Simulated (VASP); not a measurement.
# NaB (Fm-3m) in VASP: notebook, part 2 of 2

VASP 6.6.1. Earlier steps stand in the parts before.

### 3 Relaxation of cell and atoms, PBE

This run uses another cell than the first one, of 19.33 Å³/atom, 0.995 times its volume.

INCAR reads:

```
PREC = Accurate ; ENCUT = 600
EDIFF = 1E-6 ; ISMEAR = -1
SIGMA = 0.1 ; LREAL = F
LASPH = T ; NELM = 100
ALGO = Normal ; ISIF = 3
LWAVE = F ; LCHARG = F
GGA = PE ; IBRION = 2
NSW = 60 ; EDIFFG = -0.01
```

KPOINTS reads:

```
Automatic mesh
0
Gamma
  7 7 7
```

POSCAR reads:

```
NaB
1.0
    0.0000000000      2.6838690000      2.6838690000
    2.6838690000      0.0000000000      2.6838690000
    2.6838690000      2.6838690000      0.0000000000
Na B
1 1
Direct
    0.0000000000      0.0000000000      0.0000000000
    0.5000000000      0.5000000000      0.5000000000
```

Potentials or basis: VASP PAW PBE potentials, release 64 (Na_pv, B).

On the command line:

```sh
$ cat potpaw_PBE.64/Na_pv/POTCAR potpaw_PBE.64/B/POTCAR > POTCAR
$ mpirun -np 1 vasp_std > vasp.out
```

OUTCAR:

```text
PREC = Accurate
   ENCUT = 600
   EDIFF = 1E-6
   ISMEAR = -1
   LREAL = F
   LASPH = T
   NELM = 100
   ISIF = 3
   GGA = PE
   IBRION = 2
   NSW = 60
   EDIFFG = -0.01

 ion  position               nearest neighbor table
   1  0.000  0.000  0.000-
   2  0.500  0.500  0.500-

  LATTYP: Found a face centered cubic cell.
 ALAT       =     5.3677380000

  Lattice vectors:

 A1 = (   0.0000000000,   2.6838690000,   2.6838690000)
 A2 = (   2.6838690000,   0.0000000000,   2.6838690000)
 A3 = (   2.6838690000,   2.6838690000,   0.0000000000)

Analysis of symmetry for initial positions (statically):
=====================================================================
 Subroutine PRICEL returns:
 Original cell was already a primitive cell.

 Routine SETGRP: Setting up the symmetry group for a
 face centered cubic supercell.

 Subroutine GETGRP returns: Found 48 space group operations
 (whereof 48 operations were pure point group operations)
 out of a pool of 48 trial point group operations.

The static configuration has the point symmetry O_h .

[... 207 lines left out ...]
 fundamental gap:      0.1179696477
 Fermi energy:         0.7801050256

 k-point     1 :       0.0000    0.0000    0.0000
  band No.  band energies     occupation
      1     -22.2975      2.00000
      2     -22.2975      2.00000
      3     -22.2975      2.00000
      4      -6.4105      2.00000
      5       3.1077      0.00000
      6       3.1077      0.00000
      7       3.1077      0.00000
      8       8.1304      0.00000
      9      10.9670      0.00000
[... 217 lines left out ...]
 k-point    20 :      -0.2857    0.4286    0.1429
  band No.  band energies     occupation
      1     -22.3239      2.00000
      2     -22.3221      2.00000
      3     -22.3096      2.00000
      4      -3.9876      2.00000
      5       0.0622      1.99848
      6       0.2197      1.99266
      7       1.5805      0.00067
      8       8.7656      0.00000
      9       9.7740      0.00000

------------------------ aborting loop because EDIFF is reached ----------------------------------------

  FORCE on cell =-STRESS in cart. coord.  units (eV):
  Direction    XX          YY          ZZ          XY          YZ          ZX
  --------------------------------------------------------------------------------------
  -------------------------------------------------------------------------------------
  Total        0.0189443      0.0189443      0.0189443      0.0000000      0.0000000      0.0000000
  in kB        0.7824099      0.7824099      0.7824099      0.0000000      0.0000000      0.0000000
  external PRESSURE =       0.7824099 kB  Pullay stress =       0.0000000 kB

 VOLUME and BASIS-vectors are now :
 -----------------------------------------------------------------------------
  energy-cutoff  :      600.00
  volume of cell :       38.79
      direct lattice vectors                 reciprocal lattice vectors
     0.000000000  2.686839779  2.686839779    -0.186092228  0.186092228  0.186092228
     2.686839779 -0.000000000  2.686839779     0.186092228 -0.186092228  0.186092228
     2.686839779  2.686839779  0.000000000     0.186092228  0.186092228 -0.186092228

 POSITION                                       TOTAL-FORCE (eV/Angst)
 -----------------------------------------------------------------------------------
      2.68684      2.68684      5.37368        -0.000000      0.000000     -0.000000
      2.68684      2.68684      2.68684         0.000000     -0.000000      0.000000
 -----------------------------------------------------------------------------------
    total drift:                                0.000000      0.000000      0.000000

  FREE ENERGIE OF THE ION-ELECTRON SYSTEM (eV)
  ---------------------------------------------------
  free  energy   TOTEN  =        -4.3309462766 eV

  energy  without entropy=       -4.3006361102  energy(sigma->0) =       -4.31579119

 reached required accuracy - stopping structural energy minimisation
```

OSZICAR:

```text
N       E                     dE             d eps       ncg     rms          rms(c)
DAV:   1     0.320023539159E+02    0.32002E+02   -0.59154E+03   360   0.117E+03
DAV:   2    -0.301465752809E+01   -0.35017E+02   -0.34451E+02   435   0.175E+02
DAV:   3    -0.432689588104E+01   -0.13122E+01   -0.12988E+01   403   0.385E+01
DAV:   4    -0.435079861078E+01   -0.23903E-01   -0.23878E-01   446   0.456E+00
DAV:   5    -0.435103167030E+01   -0.23306E-03   -0.23303E-03   481   0.403E-01    0.561E-01
DAV:   6    -0.433555248051E+01    0.15479E-01   -0.17894E-02   458   0.984E-01    0.325E-01
DAV:   7    -0.433091056347E+01    0.46419E-02   -0.15748E-02   446   0.915E-01    0.113E-01
DAV:   8    -0.433084500516E+01    0.65558E-04   -0.61004E-04   379   0.342E-01    0.124E-02
DAV:   9    -0.433084348595E+01    0.15192E-05   -0.16094E-05   412   0.684E-02    0.542E-03
DAV:  10    -0.433084384193E+01   -0.35598E-06   -0.67486E-07   239   0.142E-02
   1 F= -.43308438E+01 E0= -.43157472E+01  d E =-.433084E+01
       N       E                     dE             d eps       ncg     rms          rms(c)
DAV:   1    -0.433139033797E+01   -0.54685E-03   -0.14521E-02   380   0.246E+00    0.144E-01
DAV:   2    -0.433106965662E+01    0.32068E-03   -0.38085E-04   412   0.415E-01    0.733E-02
DAV:   3    -0.433095439002E+01    0.11527E-03   -0.19861E-04   380   0.274E-01    0.661E-03
DAV:   4    -0.433094849798E+01    0.58920E-05   -0.42549E-06   383   0.435E-02    0.332E-03
DAV:   5    -0.433094624748E+01    0.22505E-05   -0.10683E-06   194   0.218E-02    0.266E-04
DAV:   6    -0.433094627661E+01   -0.29132E-07   -0.64642E-08   189   0.365E-03
   2 F= -.43309463E+01 E0= -.43157912E+01  d E =-.102435E-03
```

CONTCAR:

```text
NaB
   1.00000000000000
     0.0000000000000000    2.6868397794287762    2.6868397794287762
     2.6868397794287762   -0.0000000000000000    2.6868397794287762
     2.6868397794287762    2.6868397794287762    0.0000000000000000
  Na              B
     1     1
Direct
     1.0000000000000000    1.0000000000000000    0.0000000000000000
     0.5000000000000000    0.5000000000000000    0.5000000000000000

  0.00000000E+00  0.00000000E+00  0.00000000E+00
  0.00000000E+00  0.00000000E+00  0.00000000E+00
```

Wall time 22 s (1 thread of AMD EPYC 7R43 (Zen 3), shared host); peak memory 0.13 GiB.

Results:

```yaml
Free_energy: -4.3309 eV
Relaxed_volume: 19.40 Å³/atom
Relaxed_cell: a = 3.800 Å, b = 3.800 Å, c = 3.800 Å, α = 60.00°, β = 60.00°, γ = 60.00°
Space_group_after_relaxing_to_0.05_Å: Fm-3m (No. 225)
Energy_gained_by_relaxing: 0.1 meV/atom
Ionic_steps: 2
Pressure_after_relaxing: 0.1 GPa
Band_gap_on_the_k_mesh: zero (band 5 reaches 3.11 eV, above the bottom of band 6 at 0.22 eV)
```

The path:
```tsv
step	energy change (eV)	largest force (eV/Å)	pressure (GPa)	volume (Å³)
1	0.0000	0.0000	0.19	38.66
2	-0.0001	0.0000	0.08	38.79
```

Final structure:
```cif
data_structure
_symmetry_space_group_name_H-M 'P 1'
_symmetry_Int_Tables_number 1
_cell_length_a 3.7998
_cell_length_b 3.7998
_cell_length_c 3.7998
_cell_angle_alpha 60.000
_cell_angle_beta 60.000
_cell_angle_gamma 60.000
_cell_volume 38.79
loop_
_atom_site_label
_atom_site_type_symbol
_atom_site_fract_x
_atom_site_fract_y
_atom_site_fract_z
_atom_site_occupancy
Na1 Na 0.00000 0.00000 0.00000 1
B1 B 0.50000 0.50000 0.50000 1
```

### 4 Single point, r2SCAN

POSCAR reads:

```
NaB
1.0
    0.0000000000      2.6879779017      2.6879779017
    2.6879779017      0.0000000000      2.6879779017
    2.6879779017      2.6879779017      0.0000000000
Na B
1 1
Direct
    0.0000000000      0.0000000000      0.0000000000
    0.5000000000      0.5000000000      0.5000000000
```

INCAR.step1 reads:

```
PREC = Accurate ; ENCUT = 520
ISMEAR = -1 ; SIGMA = 0.1
LREAL = F ; LASPH = T
NELM = 60 ; NBANDS = 12
GGA = PE ; ALGO = Normal
EDIFF = 1E-4 ; LWAVE = T
LCHARG = F
```

INCAR.step2 reads:

```
PREC = Accurate ; ENCUT = 520
EDIFF = 1E-6 ; ISMEAR = -1
SIGMA = 0.1 ; LREAL = F
LASPH = T ; NELM = 60
ALGO = Normal ; ISIF = 2
LWAVE = F ; LCHARG = T
METAGGA = R2SCAN ; LMIXTAU = T
LELF = T ; LVHAR = T
NBANDS = 12 ; ISTART = 1
```

KPOINTS reads:

```
Automatic mesh
0
Gamma
  10 10 10
```

On the command line:

```sh
$ cat potpaw_PBE.64/Na_pv/POTCAR potpaw_PBE.64/B/POTCAR > POTCAR
$ cp INCAR.step1 INCAR
$ mpirun -np 1 vasp_std > vasp.out
$ cp INCAR.step2 INCAR
$ mpirun -np 1 vasp_std > vasp.out
```

Wall time 2.8 min (1 thread of AMD EPYC 7R43 (Zen 3), shared host); peak memory 0.13 GiB.

The run converged. Its results:

```yaml
Free_energy: -7.1861 eV
Pressure: -0.4 GPa
Band_gap_on_the_k_mesh: zero (band 5 reaches 3.29 eV, above the bottom of band 6 at 0.14 eV)
```

Levels at points of the mesh, in eV from the Fermi level:
```csv
k point,band 2,band 3,band 4,band 5,band 6,band 7,band 8,band 9
"(0.00, 0.00, 0.00)",-24.15,-24.15,-7.68,2.54,2.54,2.54,8.13,10.65
"(0.50, 0.00, 0.00)",-24.16,-24.16,-5.76,-1.99,1.85,1.85,7.51,11.01
"(0.50, 0.50, 0.00)",-24.17,-24.17,-5.25,-1.54,1.04,1.04,6.33,7.62
```

Caveat: the PAW data sets were made with another functional, which shifts forces and pressure a little.

### 5 Summary

| task | level | cell | k mesh | cutoff (eV) | gap on the mesh (eV) | pressure (GPa) |
| --- | --- | --- | --- | --- | --- | --- |
| single point | PBE | a = 3.801 Å, angles 60.0°, 2 atoms | 7 × 7 × 7 | 520 | none | 0.1 |
| relaxation of cell and atoms | PBE | relaxed from a = 3.796 Å, angles 60.0°, 2 atoms | 7 × 7 × 7 | 600 | none | 0.1 |
| single point | r2SCAN | a = 3.801 Å, angles 60.0°, 2 atoms | 10 × 10 × 10 | 520 | none | -0.4 |

Alike in all rows: potentials or basis VASP PAW PBE potentials, release 64 (Na_pv, B); no spin polarisation; smearing fermi-dirac 0.1 eV.

Caveats: the PAW data sets were made with another functional, which shifts forces and pressure a little (some runs).

Total energies depend on the potentials used, so only differences within one code and one set of settings carry meaning.
